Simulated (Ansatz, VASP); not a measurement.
# Two plane-wave programs on Co2Si

```
CELL_PARAMETERS angstrom
3.87076 0.00000 0.00000
-1.93538 3.35218 0.00000
0.00000 0.00000 2.52063
ATOMIC_POSITIONS crystal
Co 0.33333 0.66667 0.50000
Co 0.66667 0.33333 0.50000
Si 0.00000 0.00000 0.00000
```

Alike in both runs: functional PBE; k mesh 12 × 12 × 18; occupations gaussian, width 0.1 eV; no spin polarisation.

Ansatz relaxed the structure, and its values are those at the end. VASP's run is a single point on that final structure, the one shown.

```csv
,VASP,Ansatz
version,VASP 6.6.1,Ansatz 0.2.0
potentials or method,"VASP PAW PBE potentials, release 64 (Co, Si), cutoff 600 eV","scalar-relativistic, plane waves, PAW"
valence electrons in the cell,22,38
```

|  | VASP | Ansatz | Ansatz less VASP |
| --- | --- | --- | --- |
| gap on the k mesh at the Fermi level (eV) | none | none | - |
| pressure (GPa) | -0.5 | 0.0 | +0.48 |

A gap of «none» marks a metal or a gap that the smearing closes. With one functional, cell and mesh, what is left measures potentials, basis and numerics. VASP's potentials hold 22 valence electrons a cell and Ansatz's 38, so a difference there can come from the potentials and not from the codes.
